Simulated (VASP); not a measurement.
# Pd (Fm-3m) in VASP: further runs

The runs below take Pd through single point, relaxation of cell and atoms, with r2SCAN.

Everything below comes from runs of VASP 6.6.1. Logs are shortened: lines on timing, memory, paths and dates and some standing lists are left out, and cuts for length are marked.

### 1 The cell of the first run

It takes space group Fm-3m (No. 225, cubic). Conventional cell: a = 3.913 Å, b = 3.913 Å, c = 3.913 Å, α = 90.00°, β = 90.00°, γ = 90.00°. Within 3.6 Å of Pd (site symmetry m-3m) lie 12 Pd at 2.77 Å.

### 2 Single point, r2SCAN

Contents of POSCAR:

```
Pd
1.0
    0.0000000000      1.9564746545      1.9564746545
    1.9564746545      0.0000000000      1.9564746545
    1.9564746545      1.9564746545      0.0000000000
Pd
1
Direct
    0.5000000000      0.5000000000      0.5000000000
```

Contents of INCAR.step1:

```
PREC = Accurate
ENCUT = 550
ISMEAR = 0
SIGMA = 0.1
LREAL = F
LASPH = T
NELM = 120
NBANDS = 11
GGA = PE
ALGO = Normal
EDIFF = 1E-5
LWAVE = T
LCHARG = F
GGA_COMPAT = F
```

Contents of INCAR.step2:

```
PREC = Accurate
ENCUT = 550
EDIFF = 1E-6
ISMEAR = 0
SIGMA = 0.1
LREAL = F
LASPH = T
NELM = 120
ALGO = Normal
ISIF = 2
LWAVE = F
LCHARG = T
METAGGA = R2SCAN
LMIXTAU = T
LELF = T
LVHAR = T
NBANDS = 11
ISTART = 1
GGA_COMPAT = F
```

Contents of KPOINTS:

```
Automatic mesh
0
Gamma
  8 8 8
```

Potentials or basis: VASP PAW PBE potentials, release 64 (Pd).

Run with:

```sh
$ cat potpaw_PBE.64/Pd/POTCAR > POTCAR
$ cp INCAR.step1 INCAR
$ mpirun -np 1 vasp_std > vasp.out
$ cp INCAR.step2 INCAR
$ mpirun -np 1 vasp_std > vasp.out
```

OUTCAR:

```text
PREC = Accurate
   ENCUT = 550
   EDIFF = 1E-6
   ISMEAR = 0
   LREAL = F
   LASPH = T
   NELM = 120
   ISIF = 2
   METAGGA = R2SCAN
   ISTART = 1

 ion  position               nearest neighbor table
   1  0.500  0.500  0.500-

  LATTYP: Found a face centered cubic cell.
 ALAT       =     3.9129493090

  Lattice vectors:

 A1 = (   0.0000000000,   1.9564746545,   1.9564746545)
 A2 = (   1.9564746545,   0.0000000000,   1.9564746545)
 A3 = (   1.9564746545,   1.9564746545,   0.0000000000)

Analysis of symmetry for initial positions (statically):
=====================================================================
 Subroutine PRICEL returns:
 Original cell was already a primitive cell.

 Routine SETGRP: Setting up the symmetry group for a
 face centered cubic supercell.

 Subroutine GETGRP returns: Found 48 space group operations
 (whereof 48 operations were pure point group operations)
 out of a pool of 48 trial point group operations.

The static configuration has the point symmetry O_h .

Analysis of symmetry for dynamics (positions and initial velocities):
=====================================================================
 Subroutine PRICEL returns:
 Original cell was already a primitive cell.

 Routine SETGRP: Setting up the symmetry group for a
 face centered cubic supercell.

 Subroutine GETGRP returns: Found 48 space group operations
 (whereof 48 operations were pure point group operations)
 out of a pool of 48 trial point group operations.

The dynamic configuration has the point symmetry O_h .

 Subroutine INISYM returns: Found 48 space group operations
 (whereof 48 operations are pure point group operations),
 and found     1 'primitive' translations

----------------------------------------------------------------------------------------

                                     Primitive cell

  volume of cell :      14.9780

  direct lattice vectors                    reciprocal lattice vectors
     0.000000000  1.956474655  1.956474655    -0.255561706  0.255561706  0.255561706
     1.956474655  0.000000000  1.956474655     0.255561706 -0.255561706  0.255561706
     1.956474655  1.956474655  0.000000000     0.255561706  0.255561706 -0.255561706

  length of vectors
     2.766872991  2.766872991  2.766872991     0.442645859  0.442645859  0.442645859

  position of ions in fractional coordinates (direct lattice)
     0.500000000  0.500000000  0.500000000

  ion indices of the primitive-cell ions
   primitive index   ion index
                 1           1

----------------------------------------------------------------------------------------

 KPOINTS: Automatic mesh

Automatic generation of k-mesh.
 Grid dimensions read from file:
 generate k-points for:    8    8    8

 Generating k-lattice:

  Cartesian coordinates                     Fractional coordinates (reciprocal lattice)
    -0.031945213  0.031945213  0.031945213     0.125000000  0.000000000  0.000000000
     0.031945213 -0.031945213  0.031945213     0.000000000  0.125000000  0.000000000
     0.031945213  0.031945213 -0.031945213     0.000000000  0.000000000  0.125000000

  Length of vectors
     0.055330732  0.055330732  0.055330732

  Shift w.r.t. Gamma in fractional coordinates (k-lattice)
     0.000000000  0.000000000  0.000000000

 Subroutine IBZKPT returns following result:
 ===========================================

 Found     29 irreducible k-points:

 Following reciprocal coordinates:
            Coordinates               Weight
  0.000000  0.000000  0.000000      1.000000
  0.125000  0.000000  0.000000      8.000000
  0.250000  0.000000  0.000000      8.000000
  0.375000  0.000000  0.000000      8.000000
  0.500000  0.000000  0.000000      4.000000
  0.125000  0.125000  0.000000      6.000000
[... 16 lines left out ...]
  0.500000  0.250000  0.125000     48.000000
 -0.375000  0.250000  0.125000     24.000000
 [... further k-points ...]
   k-points           NKPTS =     29   k-points in BZ     NKDIM =     29   number of bands    NBANDS=     11
   number of dos      NEDOS =    301   number of ions     NIONS =      1
   total plane-waves  NPLWV =  13824
   dimension x,y,z NGX =    24 NGY =   24 NGZ =   24
   dimension x,y,z NGXF=    48 NGYF=   48 NGZF=   48
   ions per type =               1
   NGX,Y,Z   is equivalent  to a cutoff of  14.42, 14.42, 14.42 a.u.
   NGXF,Y,Z  is equivalent  to a cutoff of  28.84, 28.84, 28.84 a.u.
 SYSTEM =  unknown system
   PREC   = accura    normal or accurate (medium, high low for compatibility)
   ISTART =      1    job   : 0-new  1-cont  2-samecut
   ICHARG =      0    charge: 1-file 2-atom 10-const
   ISPIN  =      1    spin polarized calculation?
   LNONCOLLINEAR =      F non collinear calculations
   LSORBIT =      F    spin-orbit coupling
   LASPH  =      T    aspherical Exc in radial PAW
   ENCUT  =  550.0 eV  40.42 Ry    6.36 a.u.   5.29  5.29  5.29*2*pi/ulx,y,z
   NELM   =    120;   NELMIN=  2; NELMDL=  0     # of ELM steps
   EDIFF  = 0.1E-05   stopping-criterion for ELM
   LREAL  =      F    real-space projection
   EDIFFG = 0.1E-04   stopping-criterion for IOM
   NSW    =      0    number of steps for IOM
   IBRION =     -1    ionic relax: 0-MD 1-quasi-New 2-CG
   NFREE  =      0    steps in history (QN), initial steepest desc. (CG)
   ISIF   =      2    stress and relaxation
   ISYM   =      2    0-nonsym 1-usesym 2-fastsym
   POTIM  = 0.5000    time-step for ionic-motion
   TEBEG  =    0.0;   TEEND  =   0.0 temperature during run
   PSTRESS=    0.0 pullay stress
   NELECT =      10.0000    total number of electrons
   NUPDOWN=      -1.0000    fix difference up-down
   EMIN   =  10.00;   EMAX   =-10.00  energy-range for DOS
   EFERMI =   0.00;   METHOD = LEGACY
   ISMEAR =     0;   SIGMA  =   0.10  broadening in eV -4-tet -1-fermi 0-gaus
   EFERMI_NEDOS =   21; number of points for ismear=-14 and -15
   IALGO  =     38    algorithm
   IMIX   =      4    mixing-type and parameters
     AMIX     =   0.40;   BMIX     =  1.00
     AMIX_MAG =   1.60;   BMIX_MAG =  1.00
  volume/ion in A,a.u.               =      14.98       101.08
  Fermi-wavevector in a.u.,A,eV,Ry     =   1.430838  2.703893 27.855190  2.047299
  Thomas-Fermi vector in A             =   2.550640
   LORBIT       =      0    0 simple, 1 ext, 2 COOP (PROOUT), +10 PAW based schemes
   METAGGA = R2SCAN    functional components
   LHFCALC =     F    Hartree Fock is set to
   AEXX    =    0.0000 exact exchange contribution
   IVDW    =     0    specifies the selected vdW correction
   LEPSILON=     F    determine dielectric tensor
   LRPA    =     F    only Hartree local field effects (RPA)
 non-spin polarized calculation
 Gauss-broadening in eV      SIGMA  =   0.10
  energy-cutoff  :      550.00
  volume of cell :       14.98
 maximum number of plane-waves:       447
 NGX is ok and might be reduce to    24
   NGX = 11   NGY = 11   NGZ = 11

 number of electron       9.9999998 magnetization

 Free energy of the ion-electron system (eV)
  ---------------------------------------------------
  ext. energy  EPLUGINS =         0.00000000
  ---------------------------------------------------
  free energy    TOTEN  =       -22.93392645 eV

  energy without entropy =      -22.92364006  energy(sigma->0) =      -22.92878325

 E-fermi :   9.4627     XC(G=0): -14.0011

 val. band max:        9.4519107657   @ k =   0.5000   0.2500   0.0000
 cond. band min:       9.5512355826   @ k =   0.5000   0.3750   0.0000
 fundamental gap:      0.0993248169
 Fermi energy:         9.4627116847

 k-point     1 :       0.0000    0.0000    0.0000
  band No.  band energies     occupation
      1       2.2983      2.00000
      2       6.5440      2.00000
      3       6.5440      2.00000
      4       6.5440      2.00000
      5       8.1206      2.00000
      6       8.1206      2.00000
      7      27.3736      0.00000
      8      31.9993      0.00000
      9      32.2582      0.00000
     10      32.2582      0.00000
     11      32.2582      0.00000

 k-point     2 :       0.1250    0.0000    0.0000
  band No.  band energies     occupation
      1       2.8570      2.00000
      2       6.3771      2.00000
      3       6.7176      2.00000
      4       6.7176      2.00000
      5       8.0561      2.00000
      6       8.0561      2.00000
      7      27.7648      0.00000
      8      29.4808      0.00000
      9      32.0188      0.00000
     10      32.8583      0.00000
     11      32.8583      0.00000

 k-point     3 :       0.2500    0.0000    0.0000
  band No.  band energies     occupation
      1       3.9866      2.00000
      2       6.5657      2.00000
      3       6.8273      2.00000
      4       6.8273      2.00000
      5       8.2899      2.00000
      6       8.2899      2.00000
      7      24.4714      0.00000
      8      28.4371      0.00000
      9      32.0096      0.00000
     10      33.8316      0.00000
     11      33.8316      0.00000

 k-point     4 :       0.3750    0.0000    0.0000
  band No.  band energies     occupation
      1       4.1780      2.00000
      2       6.5995      2.00000
      3       6.5995      2.00000
      4       8.6899      2.00000
      5       8.9914      2.00000
      6       8.9914      2.00000
      7      19.7578      0.00000
      8      27.3066      0.00000
      9      32.0094      0.00000
     10      32.3524      0.00000
     11      32.3524      0.00000
[... 239 lines left out ...]
 k-point    22 :       0.3750    0.2500    0.1250
  band No.  band energies     occupation
      1       4.9983      2.00000
      2       5.5205      2.00000
      3       6.5770      2.00000
      4       7.8413      2.00000
      5       8.0105      2.00000
      6       9.7075      0.00054
      7      25.0699      0.00000
      8      25.8128      0.00000
      9      29.4836      0.00000
     10      32.0203      0.00000
     11      32.2375      0.00000

 k-point    23 :       0.5000    0.2500    0.1250
  band No.  band energies     occupation
      1       5.0885      2.00000
      2       5.9435      2.00000
      3       6.3871      2.00000
      4       7.6381      2.00000
      5       8.8672      2.00000
      6      12.0175      0.00000
      7      20.5169      0.00000
      8      25.1074      0.00000
      9      27.3939      0.00000
     10      31.9987      0.00000
     11      32.3930      0.00000

 k-point    24 :      -0.3750    0.2500    0.1250
  band No.  band energies     occupation
      1       5.0203      2.00000
      2       5.7417      2.00000
      3       6.9778      2.00000
      4       7.3940      2.00000
      5       9.2326      1.99886
      6      14.5174      0.00000
      7      17.0579      0.00000
      8      25.6760      0.00000
      9      25.9593      0.00000
     10      31.4401      0.00000
     11      32.0345      0.00000

 [... further k-points ...]
[... 5 lines left out ...]
  --------------------------------------------------------------------------------------
  -------------------------------------------------------------------------------------
  Total        0.0628959      0.0628959      0.0628959     -0.0000000      0.0000000      0.0000000
  in kB        6.7279118      6.7279118      6.7279118     -0.0000000      0.0000000      0.0000000
  external PRESSURE =       6.7279118 kB  Pullay stress =       0.0000000 kB

 VOLUME and BASIS-vectors are now :
 -----------------------------------------------------------------------------
  energy-cutoff  :      550.00
  volume of cell :       14.98
      direct lattice vectors                 reciprocal lattice vectors
     0.000000000  1.956474655  1.956474655    -0.255561706  0.255561706  0.255561706
     1.956474655  0.000000000  1.956474655     0.255561706 -0.255561706  0.255561706
     1.956474655  1.956474655  0.000000000     0.255561706  0.255561706 -0.255561706

 POSITION                                       TOTAL-FORCE (eV/Angst)
 -----------------------------------------------------------------------------------
      1.95647      1.95647      1.95647        -0.000000     -0.000000      0.000000
 -----------------------------------------------------------------------------------
    total drift:                               -0.000000     -0.000000      0.000000

  FREE ENERGIE OF THE ION-ELECTRON SYSTEM (eV)
  ---------------------------------------------------
  free  energy   TOTEN  =       -22.9339264508 eV

  energy  without entropy=      -22.9236400582  energy(sigma->0) =      -22.92878325
```

Run time: 17 s. Hardware: 1 thread of Intel Xeon Platinum 8375C at 2.90GHz (Ice Lake), shared host; peak memory 0.14 GiB.

Results:

```yaml
Free_energy: -22.9339 eV
Pressure: 0.7 GPa
Band_gap_on_the_k_mesh: zero (band 5 reaches 9.70 eV, above the bottom of band 6 at 8.06 eV)
```

Caveat: the PAW data sets were made with another functional, which shifts forces and pressure a little.

### 3 Relaxation of cell and atoms, r2SCAN

This run uses another cell than the first one, of 14.85 Å³/atom, 0.992 times its volume.

Contents of POSCAR:

```
Pd
1.0
    0.0000000000      1.9509246487      1.9509246487
    1.9509246487      0.0000000000      1.9509246487
    1.9509246487      1.9509246487      0.0000000000
Pd
1
Direct
    0.5000000000      0.5000000000      0.5000000000
```

INCAR.step1, as its differences from that of step 2:

```diff
@@ -7,3 +7,2 @@
 NELM = 120
-NBANDS = 11
 GGA = PE
@@ -14 +13,6 @@
 GGA_COMPAT = F
+IBRION = 2
+ISIF = 3
+EDIFFG = -0.005
+NELMIN = 4
+NSW = 100
```

Contents of INCAR.step2:

```
PREC = Accurate
ENCUT = 550
EDIFF = 1E-7
ISMEAR = 0
SIGMA = 0.1
LREAL = F
LASPH = T
NELM = 120
ALGO = Normal
ISIF = 3
LWAVE = F
LCHARG = F
METAGGA = R2SCAN
LMIXTAU = T
IBRION = 2
NSW = 90
EDIFFG = -0.04
ISTART = 1
GGA_COMPAT = F
NELMIN = 4
```

KPOINTS is that of step 2.

Potentials or basis: VASP PAW PBE potentials, release 64 (Pd).

Run with:

```sh
$ cat potpaw_PBE.64/Pd/POTCAR > POTCAR
$ cp INCAR.step1 INCAR
$ mpirun -np 1 vasp_std > vasp.out
$ cp INCAR.step2 INCAR
$ mpirun -np 1 vasp_std > vasp.out
```

Wall time 49 s (1 thread of Intel Xeon Platinum 8375C at 2.90GHz (Ice Lake), shared host); peak memory 0.15 GiB.

Results (log left out):

```
Free energy                            : -22.9339 eV
Relaxed volume                         : 15.03 Å³/atom
Relaxed cell                           : a = 2.770 Å, b = 2.770 Å, c = 2.770 Å, α = 60.00°, β = 60.00°, γ = 60.00°
Space group after relaxing (to 0.05 Å) : Fm-3m (No. 225)
Energy gained by relaxing              : 1.3 meV/atom
Ionic steps                            : 3
Pressure after relaxing                : 0.0 GPa
Band gap on the k mesh                 : zero (band 5 reaches 9.64 eV, above the bottom of band 6 at 8.00 eV)
```

The path:
| step | energy change (eV) | largest force (eV/Å) | pressure (GPa) | volume (Å³) |
| --- | --- | --- | --- | --- |
| 1 | 0.0000 | 0.0000 | 2.34 | 14.85 |
| 2 | 0.0018 | 0.0000 | -3.35 | 15.32 |
| 3 | -0.0013 | 0.0000 | 0.01 | 15.03 |

Final structure:
```cif
data_structure
_symmetry_space_group_name_H-M 'P 1'
_symmetry_Int_Tables_number 1
_cell_length_a 2.7702
_cell_length_b 2.7702
_cell_length_c 2.7702
_cell_angle_alpha 60.000
_cell_angle_beta 60.000
_cell_angle_gamma 60.000
_cell_volume 15.03
loop_
_atom_site_label
_atom_site_type_symbol
_atom_site_fract_x
_atom_site_fract_y
_atom_site_fract_z
_atom_site_occupancy
Pd1 Pd 0.50000 0.50000 0.50000 1
```

Levels at points of the mesh, in eV from the Fermi level:
```tsv
k point	band 3	band 4	band 5	band 6	band 7	band 8
(0.00, 0.00, 0.00)	-2.90	-2.90	-1.33	-1.33	17.91	22.77
(0.50, 0.00, 0.00)	-2.97	-0.10	-0.10	1.23	7.47	17.29
(0.50, 0.50, 0.00)	-0.16	0.23	0.23	3.57	11.02	13.72
```

Caveat: the PAW data sets were made with another functional, which shifts forces and pressure a little.
